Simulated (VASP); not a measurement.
# AgI in VASP: single point with SCAN

Aim: the single point of AgI with SCAN.

All numbers are computed with VASP 6.6.1; they aren't measurements. Logs are shortened: lines on timing, memory, paths and dates and some standing lists are left out, and cuts for length are marked.

## (1) The cell of the first run

The cell holds a molecule in a box, 2 atoms: a = 9.000 Å, b = 9.000 Å, c = 12.000 Å, α = 90.00°, β = 90.00°, γ = 90.00°.

## (2) Single point, SCAN

POSCAR

```
AgI
1.0
    9.0000000000      0.0000000000      0.0000000000
    0.0000000000      9.0000000000      0.0000000000
    0.0000000000      0.0000000000     12.0000000000
Ag I
1 1
Direct
    0.5014444400      0.5023333300      0.3968074600
    0.5014444400      0.5023333300      0.6088592100
```

INCAR.step1

```
SYSTEM = AgI
ISMEAR = 0
SIGMA = 0.03
LWAVE = .TRUE.
LCHARG = .TRUE.
ISIF = 0
NELM = 100
ALGO = Normal
PREC = Accurate
LASPH = .TRUE.
LREAL = .FALSE.
EDIFF = 1E-5
GGA_COMPAT = .FALSE.
ENCUT = 500
EFERMI = MIDGAP
NELMDL = -8
GGA = PE
```

INCAR.step2

```
SYSTEM = AgI
METAGGA = SCAN
ISMEAR = 0
SIGMA = 0.03
LWAVE = .FALSE.
LCHARG = .FALSE.
ISIF = 0
NELM = 100
ALGO = All
PREC = Accurate
LASPH = .TRUE.
LREAL = .FALSE.
EDIFF = 1E-6
GGA_COMPAT = .FALSE.
ENCUT = 500
EFERMI = MIDGAP
NELMDL = -8
LMIXTAU = .TRUE.
ISTART = 1
ISEARCH = 1
```

KPOINTS

```
k-points
0
Gamma
  1 1 1
```

Potentials or basis: VASP PAW PBE potentials, release 64 (Ag, I).

Run with:

```console
> cat potpaw_PBE.64/Ag/POTCAR potpaw_PBE.64/I/POTCAR > POTCAR
> cp INCAR.step1 INCAR
> mpirun -np 1 vasp_gam > vasp.out
> cp INCAR.step2 INCAR
> mpirun -np 1 vasp_gam > vasp.out
```

OUTCAR:

```text
SYSTEM = AgI
   METAGGA = SCAN
   ISMEAR = 0
   ISIF = 0
   NELM = 100
   PREC = Accurate
   LASPH = .TRUE.
   LREAL = .FALSE.
   EDIFF = 1E-6
   ENCUT = 500
   EFERMI = MIDGAP
   NELMDL = -8
   ISTART = 1

 Found      1 irreducible k-points:

 Following reciprocal coordinates:
            Coordinates               Weight
  0.000000  0.000000  0.000000      1.000000
   k-points           NKPTS =      1   k-points in BZ     NKDIM =      1   number of bands    NBANDS=     13
   number of dos      NEDOS =    301   number of ions     NIONS =      2
   total plane-waves  NPLWV = 441000
   dimension x,y,z NGX =    70 NGY =   70 NGZ =   90
   dimension x,y,z NGXF=   140 NGYF=  140 NGZF=  180
   ions per type =               1   1
   NGX,Y,Z   is equivalent  to a cutoff of  12.93, 12.93, 12.47 a.u.
   NGXF,Y,Z  is equivalent  to a cutoff of  25.86, 25.86, 24.94 a.u.
 SYSTEM =  AgI
   PREC   = accura    normal or accurate (medium, high low for compatibility)
   ISTART =      1    job   : 0-new  1-cont  2-samecut
   ICHARG =      0    charge: 1-file 2-atom 10-const
   ISPIN  =      1    spin polarized calculation?
   LNONCOLLINEAR =      F non collinear calculations
   LSORBIT =      F    spin-orbit coupling
   LASPH  =      T    aspherical Exc in radial PAW
   ENCUT  =  500.0 eV  36.75 Ry    6.06 a.u.  16.41 16.41 21.88*2*pi/ulx,y,z
   NELM   =    100;   NELMIN=  2; NELMDL= -8     # of ELM steps
   EDIFF  = 0.1E-05   stopping-criterion for ELM
   LREAL  =      F    real-space projection
   EDIFFG = 0.1E-04   stopping-criterion for IOM
   NSW    =      0    number of steps for IOM
   IBRION =     -1    ionic relax: 0-MD 1-quasi-New 2-CG
   NFREE  =      0    steps in history (QN), initial steepest desc. (CG)
   ISIF   =      0    stress and relaxation
   ISYM   =      2    0-nonsym 1-usesym 2-fastsym
   POTIM  = 0.5000    time-step for ionic-motion
   TEBEG  =    0.0;   TEEND  =   0.0 temperature during run

   SCALEE = 1.0000    scale energy and forces
   PSTRESS=    0.0 pullay stress
   NELECT =      18.0000    total number of electrons
   NUPDOWN=      -1.0000    fix difference up-down
   EMIN   =  10.00;   EMAX   =-10.00  energy-range for DOS
   EFERMI =   0.00;   METHOD = MIDGAP
   ISMEAR =     0;   SIGMA  =   0.03  broadening in eV -4-tet -1-fermi 0-gaus
   EFERMI_NEDOS =   21; number of points for ismear=-14 and -15
   IALGO  =     58    algorithm
   IMIX   =      4    mixing-type and parameters
     AMIX     =   0.40;   BMIX     =  1.00
     AMIX_MAG =   1.60;   BMIX_MAG =  1.00
  volume/ion in A,a.u.               =     486.00      3279.69
  Fermi-wavevector in a.u.,A,eV,Ry     =   0.433122  0.818482  2.552380  0.187595
  Thomas-Fermi vector in A             =   1.403327
   LORBIT       =      0    0 simple, 1 ext, 2 COOP (PROOUT), +10 PAW based schemes
   METAGGA = SCAN    functional components
   LHFCALC =     F    Hartree Fock is set to
   AEXX    =    0.0000 exact exchange contribution
   IVDW    =     0    specifies the selected vdW correction
   LEPSILON=     F    determine dielectric tensor
   LRPA    =     F    only Hartree local field effects (RPA)

   CSHIFT  =0.1000    complex shift for real part using Kramers Kronig

   OMEGAMAX=  -1.0    maximum frequency
 non-spin polarized calculation
 Gauss-broadening in eV      SIGMA  =   0.03
  energy-cutoff  :      500.00
  volume of cell :      972.00
 maximum number of plane-waves:     12356
 NGX is ok and might be reduce to    70
   NGX = 33   NGY = 33   NGZ = 43

 number of electron      18.0000002 magnetization

 Free energy of the ion-electron system (eV)
  ---------------------------------------------------
  ext. energy  EPLUGINS =         0.00000000
  ---------------------------------------------------
  free energy    TOTEN  =       -66.47593733 eV

  energy without entropy =      -66.47593733  energy(sigma->0) =      -66.47593733

 E-fermi :  -4.3270     XC(G=0):  -1.0711

 val. band max:       -5.4892355075   @ k =   0.0000   0.0000   0.0000
 cond. band min:      -3.1344598869   @ k =   0.0000   0.0000   0.0000
 fundamental gap:      2.3547756207
 Fermi energy:        -4.3270162392

 k-point     1 :       0.0000    0.0000    0.0000
  band No.  band energies     occupation
      1     -16.4310      2.00000
      2      -8.9494      2.00000
      3      -8.4818      2.00000
      4      -8.4815      2.00000
      5      -8.1233      2.00000
      6      -8.1232      2.00000
      7      -6.3547      2.00000
      8      -5.4895      2.00000
      9      -5.4892      2.00000
     10      -3.1345      0.00000
     11       0.1611      0.00000
     12       0.1612      0.00000
     13       0.5556      0.00000

------------------------ aborting loop because EDIFF is reached ----------------------------------------

 VOLUME and BASIS-vectors are now :
 -----------------------------------------------------------------------------
  energy-cutoff  :      500.00
  volume of cell :      972.00
      direct lattice vectors                 reciprocal lattice vectors
     9.000000000  0.000000000  0.000000000     0.111111111  0.000000000  0.000000000
     0.000000000  9.000000000  0.000000000     0.000000000  0.111111111  0.000000000
     0.000000000  0.000000000 12.000000000     0.000000000  0.000000000  0.083333333

 POSITION                                       TOTAL-FORCE (eV/Angst)
 -----------------------------------------------------------------------------------
      4.51300      4.52100      4.76169         0.000000     -0.000000      0.199025
      4.51300      4.52100      7.30631         0.000000      0.000000     -0.199025
 -----------------------------------------------------------------------------------
    total drift:                                0.004747      0.003652     -0.000267

  FREE ENERGIE OF THE ION-ELECTRON SYSTEM (eV)
  ---------------------------------------------------
  free  energy   TOTEN  =       -66.4759373312 eV

  energy  without entropy=      -66.4759373312  energy(sigma->0) =      -66.47593733
```

Run time: 4.3 min. Hardware: 1 thread of AMD EPYC 9R45 (Zen 5), shared host; peak memory 0.85 GiB.

Results:

```yaml
Free_energy: -66.4759 eV
Largest_force: 0.199 eV/Å
Gap_between_the_frontier_levels: 2.35 eV
```

Forces in eV/Å, atoms in the order of the input:
```
Ag   0.000  0.000  0.199
I    0.000  0.000 -0.199
```

Levels at points of the mesh, in eV from the valence-band top:
| k point | band 7 | band 8 | band 9 | band 10 | band 11 | band 12 |
| --- | --- | --- | --- | --- | --- | --- |
| (0.00, 0.00, 0.00) | -0.87 | 0.00 | 0.00 | 2.35 | 5.65 | 5.65 |

Caveat: the PAW data sets were made with another functional, which shifts forces and pressure a little; spin-orbit coupling is left out, which moves the levels of the heavy elements.
